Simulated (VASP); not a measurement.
# GaSb3 in VASP: a series of runs

GaSb3 is run at these levels: PBEsol; tasks: single point.

Program: VASP 6.6.1. These are calculated values, not measurements. Logs are shortened: lines on timing, memory, paths and dates and some standing lists are left out, and cuts for length are marked.

### 1 The cell of the first run

The structure is monoclinic, space group C2/m (No. 12). The conventional cell has a = 7.294 Å, b = 7.293 Å, c = 5.379 Å, α = 90.00°, β = 131.21°, γ = 90.00°. Within 4.3 Å of Ga (site symmetry 2/m) lie 14 Sb at 3.25 to 4.05 Å. Within 4.3 Å of Sb (site symmetry 2) lie 4 Ga at 3.25 to 3.31 Å and 10 Sb at 3.25 to 4.05 Å. Within 4.3 Å of Sb (site symmetry 2/m) lie 8 Sb at 3.25 to 3.31 Å and 6 Ga at 3.65 to 4.05 Å.

### 2 Single point, PBEsol (engineering shear strain xz -0.0267, normal strain along z +0.1100)

INCAR

```
SYSTEM = GaSb3
ALGO     = Normal         ! electronic algorithm
EDIFF    = 1E-7           ! SCF threshold, eV
ENCUT    = 520            ! plane-wave cutoff, eV
GGA      = PS             ! functional
ISIF     = 2              ! what is computed and relaxed
ISMEAR   = 0              ! smearing method
LASPH    = .TRUE.         ! aspherical terms in the spheres
LCHARG   = .TRUE.         ! write CHGCAR
LELF     = .TRUE.         ! ELF
LREAL    = .FALSE.        ! projectors in reciprocal space
LVHAR    = .TRUE.       
LWAVE    = .FALSE.        ! write WAVECAR
NBANDS   = 22             ! bands
NELM     = 60             ! most SCF steps
PREC     = Accurate       ! precision mode
SIGMA    = 0.15           ! smearing width, eV
```

KPOINTS

```
k-points
0
G
  10 10 10
  0 0 0
```

POSCAR

```
GaSb3
1.0
   -0.0486830498      3.6466703981      4.0478041419
    3.5979873483      0.0000000000      3.9991210921
    3.6466703981      3.6466703981     -0.0486830498
Ga Sb
1 3
Direct
    0.0000000000      0.0000000000      0.0000000000
    0.2500000000      0.2500000000      0.2500000000
    0.7500000000      0.7500000000      0.7500000000
    0.5000000000      0.5000000000      0.5000000000
```

Potentials or basis: VASP PAW PBE potentials, release 64 (Ga_d, Sb).

On the command line:

```sh
> cat potpaw_PBE.64/Ga_d/POTCAR potpaw_PBE.64/Sb/POTCAR > POTCAR
> mpirun -np 1 vasp_std > vasp.out
```

OUTCAR:

```text
SYSTEM = GaSb3
   EDIFF = 1E-7
   ENCUT = 520
   GGA = PS
   ISIF = 2
   ISMEAR = 0
   LASPH = .TRUE.
   LREAL = .FALSE.
   NELM = 60
   PREC = Accurate

 ion  position               nearest neighbor table
   1  0.000  0.000  0.000-   3 3.25   2 3.25   3 3.25   2 3.25   2 3.31   3 3.31   3 3.31   2 3.31

   2  0.250  0.250  0.250-   1 3.25   1 3.25   4 3.25   4 3.25   4 3.31   1 3.31   1 3.31   4 3.31
                             3 3.65   3 3.65   3 3.65   3 3.65
   3  0.750  0.750  0.750-   4 3.25   1 3.25   4 3.25   1 3.25   1 3.31   4 3.31   4 3.31   1 3.31
                             2 3.65   2 3.65   2 3.65   2 3.65
   4  0.500  0.500  0.500-   2 3.25   2 3.25   3 3.25   3 3.25   3 3.31   2 3.31   2 3.31   3 3.31

  LATTYP: Found a base centered monoclinic cell.
 ALAT       =     7.2939906860
 B/A-ratio  =     0.9999109007
 C/A-ratio  =     0.7375180813
 COS(beta)  =    -0.6588560634

  Lattice vectors:

 A1 = (  -3.6466703981,   3.6466703981,   0.0486830498)
 A2 = (  -3.6466703981,  -3.6466703981,   0.0486830498)
 A3 = (   3.5979873483,   0.0000000000,   3.9991210921)

Analysis of symmetry for initial positions (statically):
=====================================================================
 Subroutine PRICEL returns:
 Original cell was already a primitive cell.

 Routine SETGRP: Setting up the symmetry group for a
 base centered monoclinic supercell.

 Subroutine GETGRP returns: Found  4 space group operations
 (whereof  4 operations were pure point group operations)
 out of a pool of  4 trial point group operations.

The static configuration has the point symmetry C_2h.

Analysis of symmetry for dynamics (positions and initial velocities):
=====================================================================
 Subroutine PRICEL returns:
 Original cell was already a primitive cell.

 Routine SETGRP: Setting up the symmetry group for a
 base centered monoclinic supercell.

 Subroutine GETGRP returns: Found  4 space group operations
 (whereof  4 operations were pure point group operations)
 out of a pool of  4 trial point group operations.

The dynamic configuration has the point symmetry C_2h.

 Subroutine INISYM returns: Found  4 space group operations
 (whereof  4 operations are pure point group operations),
 and found     1 'primitive' translations

----------------------------------------------------------------------------------------

                                     Primitive cell

  volume of cell :     107.6398

  direct lattice vectors                    reciprocal lattice vectors
    -0.048683050  3.646670398  4.047804142    -0.135484088  0.137111377  0.121894292
     3.597987348  0.000000000  3.999121092     0.138782702 -0.137111377  0.125192906
     3.646670398  3.646670398 -0.048683050     0.135484088  0.137111377 -0.121894292

  length of vectors
     5.448421184  5.379450015  5.157400510     0.228065092  0.231804728  0.228065092

  position of ions in fractional coordinates (direct lattice)
     0.000000000  0.000000000  0.000000000
     0.250000000  0.250000000  0.250000000
     0.750000000  0.750000000  0.750000000
     0.500000000  0.500000000  0.500000000

  ion indices of the primitive-cell ions
   primitive index   ion index
                 1           1
                 2           2
                 3           3
                 4           4

----------------------------------------------------------------------------------------

 KPOINTS: k-points

Automatic generation of k-mesh.
 Grid dimensions read from file:
 generate k-points for:   10   10   10

 Generating k-lattice:

  Cartesian coordinates                     Fractional coordinates (reciprocal lattice)
    -0.013548409  0.013711138  0.012189429     0.100000000  0.000000000  0.000000000
     0.013878270 -0.013711138  0.012519291     0.000000000  0.100000000  0.000000000
     0.013548409  0.013711138 -0.012189429     0.000000000  0.000000000  0.100000000

  Length of vectors
     0.022806509  0.023180473  0.022806509

  Shift w.r.t. Gamma in fractional coordinates (k-lattice)
     0.000000000  0.000000000  0.000000000

 Subroutine IBZKPT returns following result:
 ===========================================

 Found    282 irreducible k-points:

 Following reciprocal coordinates:
            Coordinates               Weight
  0.000000  0.000000  0.000000      1.000000
  0.100000  0.000000  0.000000      4.000000
  0.200000  0.000000  0.000000      4.000000
  0.300000  0.000000 -0.000000      4.000000
  0.400000  0.000000 -0.000000      4.000000
  0.500000  0.000000  0.000000      2.000000
[... 16 lines left out ...]
 -0.400000  0.200000  0.000000      4.000000
 -0.300000  0.200000 -0.000000      4.000000
 [... further k-points ...]
   k-points           NKPTS =    282   k-points in BZ     NKDIM =    282   number of bands    NBANDS=     22
   number of dos      NEDOS =    301   number of ions     NIONS =      4
   total plane-waves  NPLWV =  67200
   dimension x,y,z NGX =    42 NGY =   40 NGZ =   40
   dimension x,y,z NGXF=    84 NGYF=   80 NGZF=   80
   ions per type =               1   3
   NGX,Y,Z   is equivalent  to a cutoff of  12.82, 12.36, 12.89 a.u.
   NGXF,Y,Z  is equivalent  to a cutoff of  25.63, 24.72, 25.79 a.u.
 SYSTEM =  GaSb3
   PREC   = accura    normal or accurate (medium, high low for compatibility)
   ISTART =      0    job   : 0-new  1-cont  2-samecut
   ICHARG =      2    charge: 1-file 2-atom 10-const
   ISPIN  =      1    spin polarized calculation?
   LNONCOLLINEAR =      F non collinear calculations
   LSORBIT =      F    spin-orbit coupling
   LASPH  =      T    aspherical Exc in radial PAW
   ENCUT  =  520.0 eV  38.22 Ry    6.18 a.u.  10.13 10.00  9.59*2*pi/ulx,y,z
   NELM   =     60;   NELMIN=  2; NELMDL= -5     # of ELM steps
   EDIFF  = 0.1E-06   stopping-criterion for ELM
   LREAL  =      F    real-space projection
   EDIFFG = 0.1E-05   stopping-criterion for IOM
   NSW    =      0    number of steps for IOM
   IBRION =     -1    ionic relax: 0-MD 1-quasi-New 2-CG
   NFREE  =      0    steps in history (QN), initial steepest desc. (CG)
   ISIF   =      2    stress and relaxation
   ISYM   =      2    0-nonsym 1-usesym 2-fastsym
   POTIM  = 0.5000    time-step for ionic-motion
   TEBEG  =    0.0;   TEEND  =   0.0 temperature during run
   PSTRESS=    0.0 pullay stress
   NELECT =      28.0000    total number of electrons
   NUPDOWN=      -1.0000    fix difference up-down
   EMIN   =  10.00;   EMAX   =-10.00  energy-range for DOS
   EFERMI =   0.00;   METHOD = LEGACY
   ISMEAR =     0;   SIGMA  =   0.15  broadening in eV -4-tet -1-fermi 0-gaus
   EFERMI_NEDOS =   21; number of points for ismear=-14 and -15
   IALGO  =     38    algorithm
   IMIX   =      4    mixing-type and parameters
     AMIX     =   0.40;   BMIX     =  1.00
     AMIX_MAG =   1.60;   BMIX_MAG =  1.00
  volume/ion in A,a.u.               =      26.91       181.60
  Fermi-wavevector in a.u.,A,eV,Ry     =   1.045049  1.974856 14.859291  1.092127
  Thomas-Fermi vector in A             =   2.179828
   LORBIT       =      0    0 simple, 1 ext, 2 COOP (PROOUT), +10 PAW based schemes
   GGA     = PS    functional components
   LHFCALC =     F    Hartree Fock is set to
   AEXX    =    0.0000 exact exchange contribution
   IVDW    =     0    specifies the selected vdW correction
   LEPSILON=     F    determine dielectric tensor
   LRPA    =     F    only Hartree local field effects (RPA)
 non-spin polarized calculation
 Gauss-broadening in eV      SIGMA  =   0.15
  energy-cutoff  :      520.00
  volume of cell :      107.64
 maximum number of plane-waves:      2931
 NGX is ok and might be reduce to    42
   NGX = 21   NGY = 19   NGZ = 19

 number of electron      27.9999997 magnetization

 Free energy of the ion-electron system (eV)
  ---------------------------------------------------
  ext. energy  EPLUGINS =         0.00000000
  ---------------------------------------------------
  free energy    TOTEN  =       -16.17891632 eV

  energy without entropy =      -16.14557842  energy(sigma->0) =      -16.16224737

 E-fermi :   6.8976     XC(G=0): -10.1390

 val. band max:        6.8932977726   @ k =   0.3000  -0.1000   0.1000
 cond. band min:       6.9021795746   @ k =   0.3000   0.1000  -0.0000
 fundamental gap:      0.0088818020
 Fermi energy:         6.8976161076

 k-point     1 :       0.0000    0.0000    0.0000
  band No.  band energies     occupation
      1      -7.8393      2.00000
      2      -7.8329      2.00000
      3      -7.8322      2.00000
      4      -7.8292      2.00000
      5      -7.8185      2.00000
      6      -5.2974      2.00000
[... 14 lines left out ...]
     21      12.9719      0.00000
     22      13.3929      0.00000

 k-point     2 :       0.1000    0.0000    0.0000
  band No.  band energies     occupation
      1      -7.8392      2.00000
      2      -7.8330      2.00000
      3      -7.8321      2.00000
      4      -7.8294      2.00000
      5      -7.8185      2.00000
      6      -5.2246      2.00000
[... 14 lines left out ...]
     21      12.4031      0.00000
     22      13.1153      0.00000

 k-point     3 :       0.2000    0.0000    0.0000
  band No.  band energies     occupation
      1      -7.8391      2.00000
      2      -7.8335      2.00000
      3      -7.8317      2.00000
      4      -7.8298      2.00000
      5      -7.8185      2.00000
      6      -5.0083      2.00000
[... 14 lines left out ...]
     21      12.0489      0.00000
     22      12.4113      0.00000
[... 476 lines left out ...]
 k-point    23 :      -0.4000    0.2000    0.0000
  band No.  band energies     occupation
      1      -7.8398      2.00000
      2      -7.8346      2.00000
      3      -7.8308      2.00000
      4      -7.8297      2.00000
      5      -7.8188      2.00000
      6      -3.6332      2.00000
[... 14 lines left out ...]
     21      11.8601      0.00000
     22      14.6474      0.00000

 k-point    24 :      -0.3000    0.2000   -0.0000
  band No.  band energies     occupation
      1      -7.8387      2.00000
      2      -7.8355      2.00000
      3      -7.8314      2.00000
      4      -7.8298      2.00000
      5      -7.8185      2.00000
      6      -4.0272      2.00000
[... 14 lines left out ...]
     21      11.4385      0.00000
     22      14.5102      0.00000

 [... further k-points ...]

------------------------ aborting loop because EDIFF is reached ----------------------------------------

  FORCE on cell =-STRESS in cart. coord.  units (eV):
  Direction    XX          YY          ZZ          XY          YZ          ZX
  --------------------------------------------------------------------------------------
  -------------------------------------------------------------------------------------
  Total       -2.8797637     -2.9476273     -3.5113967      0.0000000     -0.0000000      0.0076101
  in kB      -42.8641934    -43.8743177    -52.2658120      0.0000000     -0.0000000      0.1132730
  external PRESSURE =     -46.3347744 kB  Pullay stress =       0.0000000 kB

 VOLUME and BASIS-vectors are now :
 -----------------------------------------------------------------------------
  energy-cutoff  :      520.00
  volume of cell :      107.64
      direct lattice vectors                 reciprocal lattice vectors
    -0.048683050  3.646670398  4.047804142    -0.135484088  0.137111377  0.121894292
     3.597987348  0.000000000  3.999121092     0.138782702 -0.137111377  0.125192906
     3.646670398  3.646670398 -0.048683050     0.135484088  0.137111377 -0.121894292

 POSITION                                       TOTAL-FORCE (eV/Angst)
 -----------------------------------------------------------------------------------
      0.00000      0.00000      0.00000         0.000000     -0.000000     -0.000000
      1.79899      1.82334      1.99956         0.000000     -0.043676     -0.000000
      5.39698      5.47001      5.99868        -0.000000      0.043676      0.000000
      3.59799      3.64667      3.99912        -0.000000      0.000000     -0.000000
 -----------------------------------------------------------------------------------
    total drift:                               -0.000000      0.000000      0.000000

  FREE ENERGIE OF THE ION-ELECTRON SYSTEM (eV)
  ---------------------------------------------------
  free  energy   TOTEN  =       -16.1789163162 eV

  energy  without entropy=      -16.1455784168  energy(sigma->0) =      -16.16224737
```

Wall time 8.8 min (1 thread of Intel Xeon Platinum 8259CL at 2.50GHz (Skylake/Cascade Lake), shared host); peak memory 0.72 GiB.

What came out:

```yaml
Free_energy: -16.1789 eV
Pressure: -4.6 GPa
Largest_force: 0.044 eV/Å
Band_gap_on_the_k_mesh: zero (bands 14 and 15 overlap by 3.92 eV)
```

Forces in eV/Å, atoms in the order of the input:
```
Ga   0.000  0.000  0.000
Sb   0.000 -0.044  0.000
Sb   0.000  0.044  0.000
Sb   0.000  0.000  0.000
```

Caveat: the cell differs from its parent crystal (engineering shear strain xz -0.0267, normal strain along z +0.1100); the cell stands under tension; the PAW data sets were made with another functional, which shifts forces and pressure a little; spin-orbit coupling is left out, which moves the levels of the heavy elements.

### 3 Single point, PBEsol (engineering shear strain xz +0.0000, normal strain along z -0.1100)

INCAR

```
SYSTEM = GaSb3
PREC = Accurate ; ENCUT = 520
EDIFF = 1E-6 ; ISMEAR = 0
SIGMA = 0.15 ; LREAL = .False.
LASPH = .True. ; NELM = 60
ALGO = Normal ; ISIF = 2
LWAVE = .False. ; LCHARG = .False.
GGA = PS ; NBANDS = 22
```

KPOINTS

```
regular mesh
0
Gamma
  10 10 10
  0 0 0
```

POSCAR

```
GaSb3
1.0
    0.0000000000      3.6466703981      3.2455366543
    3.6466703981      0.0000000000      3.2455366543
    3.6466703981      3.6466703981      0.0000000000
Ga Sb
1 3
Direct
    0.0000000000      0.0000000000      0.0000000000
    0.2500000000      0.2500000000      0.2500000000
    0.7500000000      0.7500000000      0.7500000000
    0.5000000000      0.5000000000      0.5000000000
```

Potentials or basis: VASP PAW PBE potentials, release 64 (Ga_d, Sb).

On the command line:

```sh
> cat potpaw_PBE.64/Ga_d/POTCAR potpaw_PBE.64/Sb/POTCAR > POTCAR
> mpirun -np 1 vasp_std > vasp.out
```

Wall time 4.5 min (1 thread of AMD EPYC 7R43 (Zen 3), shared host); peak memory 0.29 GiB.

Results (log left out):

- Free energy: -16.0305 eV
- Pressure: 10.7 GPa
- Band gap on the k mesh: zero (bands 14 and 15 overlap by 4.74 eV)

Stress tensor (GPa, compression positive):
```
 9.91  0.00  0.00
 0.00  9.91  0.00
 0.00  0.00 12.39
```

Levels at points of the mesh, in eV from the Fermi level:
| k point | band 12 | band 13 | band 14 | band 15 | band 16 | band 17 |
| --- | --- | --- | --- | --- | --- | --- |
| (0.00, 0.00, 0.00) | -3.08 | -2.89 | -2.89 | -2.74 | -1.47 | -1.47 |
| (0.50, 0.00, 0.00) | -3.59 | -2.91 | -0.04 | 0.31 | 1.82 | 2.59 |
| (0.50, 0.50, 0.00) | 0.62 | 0.72 | 1.03 | 1.03 | 1.88 | 1.88 |
| (0.50, 0.00, 0.50) | 0.28 | 1.10 | 1.19 | 1.69 | 2.14 | 2.80 |

Caveat: the cell differs from its parent crystal (engineering shear strain xz +0.0000, normal strain along z -0.1100); the cell stands under pressure; the PAW data sets were made with another functional, which shifts forces and pressure a little; spin-orbit coupling is left out, which moves the levels of the heavy elements.
